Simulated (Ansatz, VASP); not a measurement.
C in VASP and in Ansatz

```
C
1.0
     0.00000    2.09510    3.24756
     1.20958    0.00000    3.24756
     1.20958    2.09510    0.00000
C
2
Direct
  0.16667 0.83333 0.16667
  0.83333 0.16667 0.83333
```

Change from the starting cell: strain -0.015 along x and y, -0.030 along z, atoms carried along.

Alike in both runs: task single point; functional r2SCAN; k mesh 14 × 14 × 14; occupations gaussian, width 0.05 eV; no spin polarisation.

|  | VASP | Ansatz |
| --- | --- | --- |
| version | VASP 6.6.1 | Ansatz 0.2.0 |
| potentials or method | VASP PAW PBE potentials, release 64 (C), cutoff 520 eV | scalar-relativistic, plane waves, PAW |
| valence electrons in the cell | 8 | 8 |

|  | VASP | Ansatz | Ansatz less VASP |
| --- | --- | --- | --- |
| gap on the k mesh at the Fermi level (eV) | 0.28 | 0.28 | -0.001 |
| least direct gap on the mesh (eV) | 0.36 | 0.36 | -0.001 |
| pressure (GPa) | 15.9 | 15.1 | -0.73 |
| traceless stress, the component that is largest in VASP (GPa) | -12.30 | -11.44 | +0.861 |
| rms of the force components (eV/Å) | 0.020 | 0.020 | +0.0001 |

VASP's potentials were made for PBE, not for r2SCAN. Atom by atom the forces differ by 0.000 eV/Å (rms over components). With one functional, cell and mesh, what is left measures potentials, basis and numerics.
